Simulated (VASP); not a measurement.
# CdS: single point with PBEsol

Crystal: CdS.

```
CELL_PARAMETERS angstrom
4.49838 0.00000 0.00000
-2.24919 3.89571 0.00000
0.00000 0.00000 5.20818
ATOMIC_POSITIONS crystal
Cd 0.00000 0.00000 0.44269
S 0.66667 0.33333 0.43431
```

This cell differs from its parent crystal: ratio of the length along z to the lengths across it x 0.85, volume and fractional coordinates fixed.

* Program: VASP 6.6.1
* Task: single point
* Functional: PBEsol
* Potentials or basis: VASP PAW PBE potentials, release 64 (Cd, S)
* Cutoff: 520 eV
* k mesh: 9 × 9 × 6
* Occupations: gaussian, width 0.05 eV
* Spin: no spin polarisation

```
Pressure               : -4.8 GPa
Largest force          : 0.031 eV/Å
Band gap on the k mesh : 0.59 eV, indirect (least direct gap 0.96 eV)
```

Forces in eV/Å, atoms in the order of the input:
```
Cd   0.000  0.000 -0.031
S    0.000  0.000  0.031
```

Stress tensor (GPa, compression positive):
```
-7.22  0.00  0.00
 0.00 -7.22  0.00
 0.00  0.00  0.04
```

Levels at points of the mesh, in eV from the valence-band top:
```tsv
k point	band 7	band 8	band 9	band 10	band 11	band 12
(0.00, 0.00, 0.00)	-0.70	-0.37	-0.37	0.59	5.89	6.30
(0.00, 0.00, 0.50)	-1.13	-0.36	-0.36	0.97	4.81	6.45
```

It took 28 s on 1 thread of Intel(R) Xeon(R) 6975P-C (Granite Rapids), on a shared host, peak memory 0.26 GiB.

Caveat: the PAW data sets were made with another functional, which shifts forces and pressure a little. A k mesh can miss the band edges.
